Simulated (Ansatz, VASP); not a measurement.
# Co in VASP and in Ansatz

```
CELL_PARAMETERS angstrom
2.50740 0.00000 0.00000
-1.25370 2.17147 0.00000
0.00000 0.00000 4.06990
ATOMIC_POSITIONS crystal
Co 0.33333 0.66667 0.25000
Co 0.66667 0.33333 0.75000
```

Alike in both runs: task single point; functional PBE; k mesh 11 × 11 × 6; occupations fermi-dirac, width 0.05 eV; non-collinear spin, spin-orbit coupling.

```csv
,VASP,Ansatz
version,VASP 6.6.1,Ansatz 0.2.0
potentials or method,"VASP PAW PBE potentials, release 64 (Co)","PAW with Ansatz's default frozen-core files, fully relativistic files with spin-orbit coupling"
plane-wave cutoff (eV),520,420
valence electrons in the cell,18,34
```

Ansatz gave:

- net moment per atom (μB): 1.57

Question: Estimate VASP's values.

Answer: net moment per atom (μB): 1.56.

VASP's potentials hold 18 valence electrons a cell and Ansatz's 34, so a difference there can come from the potentials and not from the codes.
